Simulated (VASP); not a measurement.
Runs of VASP 6.6.1 on YCu. The structure is that of space group Pm-3m (No. 221), or close to it. The cells are those of the table. 

| cell | gap on the mesh (eV) | pressure (GPa) |
| --- | --- | --- |
| a = 3.526 Å, 2 atoms | none | (a) |
| a = 3.435 Å, 2 atoms | none | -3.6 |
| a = 3.411 Å, 2 atoms | none | -2.1 |
| a = 3.458 Å, 2 atoms | none | -5.0 |
| a = 3.504 Å, 2 atoms | none | (b) |
| a = 3.388 Å, 2 atoms | none | -0.5 |
| a = 3.481 Å, 2 atoms | none | -6.1 |

Alike in all rows: task single point; level LDA; potentials or basis VASP PAW LDA potentials, release 64 (Y_sv, Cu); no spin polarisation; k mesh 8 × 8 × 8; cutoff (eV) 520; smearing methfessel-paxton 0.15 eV.

Fill in the values left out.

(a) -8.2; (b) -7.2.

Caveats: the cell stands under tension (at least some runs).

A k mesh can miss the band edges, and the runs leave out spin-orbit coupling on Y.

A gap of «none» marks levels without a gap at the run's occupations.
